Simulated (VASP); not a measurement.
# WC (Fm-3m) in VASP: notebook

The runs below take WC through single point, with LDA.

All numbers are computed with VASP 6.6.1; they aren't measurements. Logs are shortened: lines on timing, memory, paths and dates and some standing lists are left out, and cuts for length are marked.

## (1) The cell of the first run

The structure is cubic, space group Fm-3m (No. 225). Conventional cell: a = 4.499 Å, b = 4.499 Å, c = 4.499 Å, α = 90.00°, β = 90.00°, γ = 90.00°. W (site symmetry m-3m) has 6 C at 2.25 Å within 3.0 Å. C (site symmetry m-3m) has 6 W at 2.25 Å within 3.0 Å.

## (2) Single point, LDA

Contents of INCAR:

```
PREC = Accurate
ENCUT = 520
EDIFF = 1E-6
ISMEAR = -1
SIGMA = 0.1
LREAL = F
LASPH = T
NELM = 100
ALGO = Normal
ISIF = 2
LWAVE = F
LCHARG = F
NBANDS = 16
```

Contents of KPOINTS:

```
regular mesh
0
Gamma
  11 11 11
```

Contents of POSCAR:

```
WC
1.0
    0.0000000000      2.2496621392      2.2496621392
    2.2496621392      0.0000000000      2.2496621392
    2.2496621392      2.2496621392      0.0000000000
W C
1 1
Direct
    0.0000000000      0.0000000000      0.0000000000
    0.5000000000      0.5000000000      0.5000000000
```

Potentials or basis: VASP PAW LDA potentials, release 64 (W_sv, C).

Run with:

```sh
$ cat potpaw_LDA.64/W_sv/POTCAR potpaw_LDA.64/C/POTCAR > POTCAR
$ mpirun -np 1 vasp_std > vasp.out
```

OUTCAR:

```text
PREC = Accurate
   ENCUT = 520
   EDIFF = 1E-6
   ISMEAR = -1
   LREAL = F
   LASPH = T
   NELM = 100
   ISIF = 2

 ion  position               nearest neighbor table
   1  0.000  0.000  0.000-   2 2.25   2 2.25   2 2.25   2 2.25   2 2.25   2 2.25
   2  0.500  0.500  0.500-   1 2.25   1 2.25   1 2.25   1 2.25   1 2.25   1 2.25

  LATTYP: Found a face centered cubic cell.
 ALAT       =     4.4993242784

  Lattice vectors:

 A1 = (   0.0000000000,   2.2496621392,   2.2496621392)
 A2 = (   2.2496621392,   0.0000000000,   2.2496621392)
 A3 = (   2.2496621392,   2.2496621392,   0.0000000000)

Analysis of symmetry for initial positions (statically):
=====================================================================
 Subroutine PRICEL returns:
 Original cell was already a primitive cell.

 Routine SETGRP: Setting up the symmetry group for a
 face centered cubic supercell.

 Subroutine GETGRP returns: Found 48 space group operations
 (whereof 48 operations were pure point group operations)
 out of a pool of 48 trial point group operations.

The static configuration has the point symmetry O_h .

Analysis of symmetry for dynamics (positions and initial velocities):
=====================================================================
 Subroutine PRICEL returns:
 Original cell was already a primitive cell.

 Routine SETGRP: Setting up the symmetry group for a
 face centered cubic supercell.

 Subroutine GETGRP returns: Found 48 space group operations
 (whereof 48 operations were pure point group operations)
 out of a pool of 48 trial point group operations.

The dynamic configuration has the point symmetry O_h .

 Subroutine INISYM returns: Found 48 space group operations
 (whereof 48 operations are pure point group operations),
 and found     1 'primitive' translations

----------------------------------------------------------------------------------------

                                     Primitive cell

  volume of cell :      22.7710

  direct lattice vectors                    reciprocal lattice vectors
     0.000000000  2.249662139  2.249662139    -0.222255596  0.222255596  0.222255596
     2.249662139  0.000000000  2.249662139     0.222255596 -0.222255596  0.222255596
     2.249662139  2.249662139  0.000000000     0.222255596  0.222255596 -0.222255596

  length of vectors
     3.181502708  3.181502708  3.181502708     0.384957985  0.384957985  0.384957985

  position of ions in fractional coordinates (direct lattice)
     0.000000000  0.000000000  0.000000000
     0.500000000  0.500000000  0.500000000

[... 71 lines left out ...]
   LNONCOLLINEAR =      F non collinear calculations
   LSORBIT =      F    spin-orbit coupling
   LASPH  =      T    aspherical Exc in radial PAW
   ENCUT  =  520.0 eV  38.22 Ry    6.18 a.u.   5.92  5.92  5.92*2*pi/ulx,y,z
   NELM   =    100;   NELMIN=  2; NELMDL= -5     # of ELM steps
   EDIFF  = 0.1E-05   stopping-criterion for ELM
   LREAL  =      F    real-space projection
   EDIFFG = 0.1E-04   stopping-criterion for IOM
   NSW    =      0    number of steps for IOM
   IBRION =     -1    ionic relax: 0-MD 1-quasi-New 2-CG
   NFREE  =      0    steps in history (QN), initial steepest desc. (CG)
   ISIF   =      2    stress and relaxation
   ISYM   =      2    0-nonsym 1-usesym 2-fastsym
   POTIM  = 0.5000    time-step for ionic-motion
   TEBEG  =    0.0;   TEEND  =   0.0 temperature during run
   PSTRESS=    0.0 pullay stress
   NELECT =      18.0000    total number of electrons
   NUPDOWN=      -1.0000    fix difference up-down
   EMIN   =  10.00;   EMAX   =-10.00  energy-range for DOS
   EFERMI =   0.00;   METHOD = LEGACY
   ISMEAR =    -1;   SIGMA  =   0.10  broadening in eV -4-tet -1-fermi 0-gaus
   EFERMI_NEDOS =   21; number of points for ismear=-14 and -15
   IALGO  =     38    algorithm
   IMIX   =      4    mixing-type and parameters
     AMIX     =   0.40;   BMIX     =  1.00
     AMIX_MAG =   1.60;   BMIX_MAG =  1.00
  volume/ion in A,a.u.               =      11.39        76.83
  Fermi-wavevector in a.u.,A,eV,Ry     =   1.513695  2.860469 31.174654  2.291272
  Thomas-Fermi vector in A             =   2.623452
   LORBIT       =      0    0 simple, 1 ext, 2 COOP (PROOUT), +10 PAW based schemes
   GGA     = CA    functional components
   LHFCALC =     F    Hartree Fock is set to
   AEXX    =    0.0000 exact exchange contribution
   IVDW    =     0    specifies the selected vdW correction
   LEPSILON=     F    determine dielectric tensor
   LRPA    =     F    only Hartree local field effects (RPA)
 non-spin polarized calculation
  energy-cutoff  :      520.00
  volume of cell :       22.77
 maximum number of plane-waves:       624
   NGX = 11   NGY = 11   NGZ = 11

 number of electron      17.9999998 magnetization

 Free energy of the ion-electron system (eV)
  ---------------------------------------------------
  ext. energy  EPLUGINS =         0.00000000
  ---------------------------------------------------
  free energy    TOTEN  =       -23.51620449 eV

  energy without entropy =      -23.47125625  energy(sigma->0) =      -23.49373037

 E-fermi :  11.0980     XC(G=0): -13.4773

 val. band max:       11.0701912732   @ k =  -0.2727   0.0909   0.0000
 cond. band min:      11.1056468431   @ k =  -0.2727   0.4545   0.1818
 fundamental gap:      0.0354555699
 Fermi energy:        11.0979816546

 k-point     1 :       0.0000    0.0000    0.0000
  band No.  band energies     occupation
      1     -63.8852      2.00000
      2     -28.1388      2.00000
      3     -28.1388      2.00000
      4     -28.1388      2.00000
      5      -3.8230      2.00000
      6       8.6370      2.00000
[... 433 lines left out ...]
      3     -28.2395      2.00000
      4     -28.1620      2.00000
      5      -1.8741      2.00000
      6       4.7761      2.00000
[... 8 lines left out ...]
     15      23.4140      0.00000
     16      23.9026      0.00000

 [... further k-points ...]
[... 5 lines left out ...]
  --------------------------------------------------------------------------------------
  -------------------------------------------------------------------------------------
  Total       -5.0723746     -5.0723746     -5.0723746      0.0000000      0.0000000      0.0000000
  in kB     -356.8946267   -356.8946267   -356.8946267      0.0000000      0.0000000      0.0000000
  external PRESSURE =    -356.8946267 kB  Pullay stress =       0.0000000 kB

 VOLUME and BASIS-vectors are now :
 -----------------------------------------------------------------------------
  energy-cutoff  :      520.00
  volume of cell :       22.77
      direct lattice vectors                 reciprocal lattice vectors
     0.000000000  2.249662139  2.249662139    -0.222255596  0.222255596  0.222255596
     2.249662139  0.000000000  2.249662139     0.222255596 -0.222255596  0.222255596
     2.249662139  2.249662139  0.000000000     0.222255596  0.222255596 -0.222255596

 POSITION                                       TOTAL-FORCE (eV/Angst)
 -----------------------------------------------------------------------------------
      0.00000      0.00000      0.00000         0.000000      0.000000     -0.000000
      2.24966      2.24966      2.24966        -0.000000     -0.000000      0.000000
 -----------------------------------------------------------------------------------
    total drift:                                0.000000     -0.000000     -0.000000

  FREE ENERGIE OF THE ION-ELECTRON SYSTEM (eV)
  ---------------------------------------------------
  free  energy   TOTEN  =       -23.5162044892 eV

  energy  without entropy=      -23.4712562516  energy(sigma->0) =      -23.49373037
```

stdout:

```text
POSCAR found type information on POSCAR W C
 POSCAR found :  2 types and       2 ions
 scaLAPACK will be used
 LDA part: xc-table for (Slater(with rela. corr.)+CA(PZ))
 , standard interpolation
 POSCAR, INCAR and KPOINTS ok, starting setup
 FFT: planning ... GRIDC
 FFT: planning ... GRID_SOFT
 FFT: planning ... GRID
 WAVECAR not read
 entering main loop
```

Wall time 47 s (1 thread of AMD EPYC 7R13, shared host); peak memory 0.11 GiB.

Results:

```yaml
Free_energy: -23.5162 eV
Pressure: -35.7 GPa
Band_gap_on_the_k_mesh: zero (band 9 reaches 11.89 eV, above the bottom of band 10 at 9.19 eV)
```

Caveat: spin-orbit coupling is left out, which moves the levels of the heavy elements.

## (3) Single point, LDA

This run uses another cell than the first one, of 11.81 Å³/atom, 1.037 times its volume.

Contents of INCAR:

```
SYSTEM = WC
ALGO = Normal
EDIFF = 1E-6
ENCUT = 520
GGA = CA
ISIF = 2
ISMEAR = -1
LASPH = .TRUE.
LCHARG = .TRUE.
LELF = .TRUE.
LREAL = .FALSE.
LVHAR = .TRUE.
LWAVE = .FALSE.
NBANDS = 16
NELM = 60
PREC = Accurate
SIGMA = 0.1
```

Contents of KPOINTS:

```
k-points
0
G
  11 11 11
  0 0 0
```

Contents of POSCAR:

```
WC
1.0
    0.0000000000      2.2770997474      2.2770997474
    2.2770997474      0.0000000000      2.2770997474
    2.2770997474      2.2770997474      0.0000000000
W C
1 1
Direct
    0.0000000000      0.0000000000      0.0000000000
    0.5000000000      0.5000000000      0.5000000000
```

Potentials or basis: VASP PAW LDA potentials, release 64 (W_sv, C).

Run with:

```sh
$ cat potpaw_LDA.64/W_sv/POTCAR potpaw_LDA.64/C/POTCAR > POTCAR
$ mpirun -np 1 vasp_std > vasp.out
```

Wall time 49 s (1 thread of AMD EPYC 7R13, shared host); peak memory 0.11 GiB.

Results (log left out):

- Free energy: -23.3075 eV
- Pressure: -43.5 GPa
- Band gap on the k mesh: zero (band 9 reaches 11.31 eV, above the bottom of band 10 at 8.75 eV)

Levels at points of the mesh, in eV from the Fermi level:
```tsv
k point	band 5	band 6	band 7	band 8	band 9	band 10	band 11	band 12	band 13	band 14
(0.00, 0.00, 0.00)	-14.60	-2.33	-2.33	-2.33	-0.86	-0.86	-0.78	-0.78	-0.78	5.46
```

Caveat: spin-orbit coupling is left out, which moves the levels of the heavy elements.

## (4) Single point, LDA

This run uses another cell than the first one, of 10.54 Å³/atom, 0.926 times its volume.

Contents of INCAR:

```
PREC = Accurate
ENCUT = 910
EDIFF = 1E-6
ISMEAR = -1
SIGMA = 0.1
LREAL = F
LASPH = T
NELM = 120
ALGO = Normal
ISIF = 2
LWAVE = F
LCHARG = F
NBANDS = 16
GGA_COMPAT = F
```

Contents of KPOINTS:

```
regular mesh
0
Gamma
  11 11 11
```

Contents of POSCAR:

```
WC
1.0
    0.0000000000      2.1926840000      2.1926840000
    2.1926840000      0.0000000000      2.1926840000
    2.1926840000      2.1926840000      0.0000000000
W C
1 1
Direct
    0.0000000000      0.0000000000      0.0000000000
    0.5000000000      0.5000000000      0.5000000000
```

Potentials or basis: VASP PAW LDA potentials, release 64 (W_sv, C_h).

Run with:

```sh
$ cat potpaw_LDA.64/W_sv/POTCAR potpaw_LDA.64/C_h/POTCAR > POTCAR
$ mpirun -np 1 vasp_std > vasp.out
```

Wall time 21 s (1 thread of AMD EPYC 9R14 (Zen 4), shared host); peak memory 0.16 GiB.

The run converged. Its results:

| Property | Result |
| --- | --- |
| Free energy | -23.7906 eV |
| Pressure | -13.8 GPa |
| Band gap on the k mesh | zero (band 9 reaches 13.50 eV, above the bottom of band 10 at 10.45 eV) |

Levels at points of the mesh, in eV from the Fermi level:
```csv
k point,band 6,band 7,band 8,band 9,band 10,band 11,band 12,band 13
"(0.00, 0.00, 0.00)",-2.74,-2.74,-2.74,-1.01,-1.01,-1.01,-0.97,-0.97
```

Caveat: the cutoff is under 1.25 times the usual one of these potentials, so pressure, stress and relaxed cells hold a basis-set (Pulay) error; spin-orbit coupling is left out, which moves the levels of the heavy elements.

[end of part 1 of 2]
